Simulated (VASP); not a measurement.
A run of VASP 6.6.1 is set up as follows.

The input INCAR:

```
SYSTEM = GaP
  PREC = Accurate
  ENCUT = 520
  EDIFF = 1E-6
  ISMEAR = -1
  SIGMA = 0.05
  LREAL = .FALSE.
  LASPH = .TRUE.
  NELM = 100
  ALGO = Normal
  ISIF = 2
  LWAVE = .FALSE.
  LCHARG = .FALSE.
  NBANDS = 16
```

File KPOINTS:

```
regular mesh
0
G
  8 8 8
  0 0 0
```

Contents of POSCAR:

```
GaP
1.0
    0.0000000000      2.7786998443      2.7786998443
    2.7786998443      0.0000000000      2.7786998443
    2.7786998443      2.7786998443      0.0000000000
Ga P
1 1
Direct
    0.0000000000      0.0000000000      0.0000000000
    0.7500000000      0.7500000000      0.7500000000
```

Potentials or basis: VASP PAW LDA potentials, release 64 (Ga_d, P).

The run is started by

```console
$ cat potpaw_LDA.64/Ga_d/POTCAR potpaw_LDA.64/P/POTCAR > POTCAR
$ mpirun -np 1 vasp_std > vasp.out
```

(1) Predict the band gap on the k mesh.

(2) What does it give for the pressure?

## Answers

(1) 1.16 eV, direct.

(2) -6.6 GPa.
